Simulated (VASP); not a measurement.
Set up this calculation in VASP 6.6.1, as the native input.

* Task: single point
* Functional: PBE
* Dispersion: D3(BJ)
* Potentials or basis: VASP PAW PBE potentials, release 64 (Si)
* Cutoff: 520 eV
* k mesh: 2 × 2 × 2
* Occupations: gaussian, width 0.05 eV
* Spin: no spin polarisation
* Dipole correction: no
* Further INCAR settings: LREAL = Auto; ALGO = Normal; EDIFF = 1e-07; NBANDS = 48

The structure of Si (a cell with a defect) lies in POSCAR:

```
Si
1.0
    0.0000000000      5.4300000000      5.4300000000
    5.4300000000      0.0000000000      5.4300000000
    5.4300000000      5.4300000000      0.0000000000
Si
17
Direct
   -0.0029639042      0.0028016575      0.0032324125
    0.1262860958      0.1245645488      0.1245743094
   -0.0029680479      0.0027947514      0.4969328729
    0.1232266114      0.1303783610      0.6231989871
   -0.0031019337      0.4970078269      0.0030396869
    0.1226491713      0.6226771639      0.1320624309
   -0.0001980663      0.4989748619      0.5005831492
    0.1226287293      0.6226561694      0.6225931860
    0.5000370166      0.0001930018     -0.0001097606
    0.6246358195      0.1246358195      0.1246383978
    0.5031267956      0.0029019337      0.4969892265
    0.6246313996      0.1246308471      0.6261032228
    0.5029216390      0.4970833333      0.0031271639
    0.6244996317      0.6264801105      0.1245095764
    0.5029157459      0.4970781768      0.4968698895
    0.6312448435      0.6229562615      0.6229006446
    0.2497727440      0.7488911602      0.7506359116
```

The input as run:

INCAR

```
SYSTEM = Si
  PREC = Accurate
  ENCUT = 520
  EDIFF = 1E-7
  ISMEAR = 0
  SIGMA = 0.05
  LREAL = Auto
  LASPH = .True.
  NELM = 100
  ALGO = Normal
  ISIF = 2
  LWAVE = .False.
  LCHARG = .False.
  GGA = PE
  IVDW = 12
  NBANDS = 48
```

KPOINTS

```
regular mesh
0
Gamma
  2 2 2
  0 0 0
```

Potentials or basis: VASP PAW PBE potentials, release 64 (Si).

Run with:

```bash
$ cat potpaw_PBE.64/Si/POTCAR > POTCAR
$ mpirun -np 1 vasp_std > vasp.out
```

It gave:

| Item | Value |
| --- | --- |
| Pressure | 2.4 GPa |
| Largest force | 0.015 eV/Å |
| Band gap on the k mesh | zero (band 34 reaches 6.93 eV, above the bottom of band 35 at 6.67 eV) |
| Dispersion energy per atom | -0.332 eV |

Caveat: the k points lie up to 0.50 Å⁻¹ apart.

Wall time 2.3 min on 1 thread of Intel(R) Xeon(R) 6975P-C (Granite Rapids), on a shared host, peak memory 0.47 GiB.
